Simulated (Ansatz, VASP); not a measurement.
# InSb: VASP beside Ansatz

```
In Sb
1.0
    -0.97175    2.67231    2.67231
     2.67231   -0.97175    2.67231
     2.67231    2.67231   -0.97175
In Sb
1 1
Direct
  0.00000 0.00000 0.00000
  0.50000 0.50000 0.50000
```

Alike in both runs: task single point; functional PBEsol; k mesh 16 × 16 × 16; occupations gaussian, width 0.15 eV; no spin polarisation.

```csv
,VASP,Ansatz
version,VASP 6.6.1,Ansatz 0.2.0
potentials or method,"VASP PAW PBE potentials, release 64 (In_d, Sb), cutoff 520 eV","scalar-relativistic, plane waves, PAW"
valence electrons in the cell,18,28
```

|  | VASP | Ansatz | Ansatz less VASP |
| --- | --- | --- | --- |
| gap on the k mesh at the Fermi level (eV) | none | none | - |
| pressure (GPa) | -3.9 | -3.9 | +0.02 |
| traceless stress, the component that is largest in VASP (GPa) | -0.29 | -0.29 | +0.006 |

VASP's potentials were made for PBE, not for PBEsol. A gap of «none» marks a metal or a gap that the smearing closes. VASP's potentials hold 18 valence electrons a cell and Ansatz's 28, so a difference there can come from the potentials and not from the codes.

Neither program's run includes spin-orbit coupling.
